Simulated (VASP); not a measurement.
Here is a VASP 6.6.1 calculation.

Contents of INCAR:

```
  PREC = Accurate
  ENCUT = 520
  EDIFF = 1E-7
  ISMEAR = 0
  SIGMA = 0.05
  LREAL = False
  LASPH = True
  NELM = 60
  ALGO = Normal
  ISIF = 2
  LWAVE = False
  LCHARG = True
  GGA = CA
  LELF = True
  LVHAR = True
  NBANDS = 19
```

KPOINTS

```
Automatic mesh
0
Gamma
  6 6 6
```

The input POSCAR:

```
RbCaH3
1.0
    4.5470000000      0.0000000000      0.0000000000
    0.0000000000      4.5470000000      0.0000000000
    0.0000000000      0.0000000000      4.5470000000
Rb Ca H
1 1 3
Direct
    0.0000000000      0.0000000000      0.0412359798
    0.5000000000      0.5000000000      0.5000000000
    0.0000000000      0.5000000000      0.5000000000
    0.5000000000      0.0000000000      0.5000000000
    0.5000000000      0.5000000000      0.0000000000
```

Potentials or basis: VASP PAW LDA potentials, release 64 (Rb_sv, Ca_sv, H).

Command:

```bash
$ cat potpaw_LDA.64/Rb_sv/POTCAR potpaw_LDA.64/Ca_sv/POTCAR potpaw_LDA.64/H/POTCAR > POTCAR
$ mpirun -np 1 vasp_std > vasp.out
```

Q: Predict the band gap on the k mesh.

A: 2.92 eV, direct.

Q: Estimate the pressure.

A: -2.3 GPa.

Forces in eV/Å, atoms in the order of the input:
```
Rb   0.000  0.000 -0.160
Ca   0.000  0.000  0.154
H    0.000  0.000 -0.021
H    0.000  0.000 -0.021
H    0.000  0.000  0.049
```

Caveat: the cell differs from its parent crystal (all Rb atoms moved +0.188 Å, as atom 1 along Cartesian [0 0 1]). A k mesh can miss the band edges.
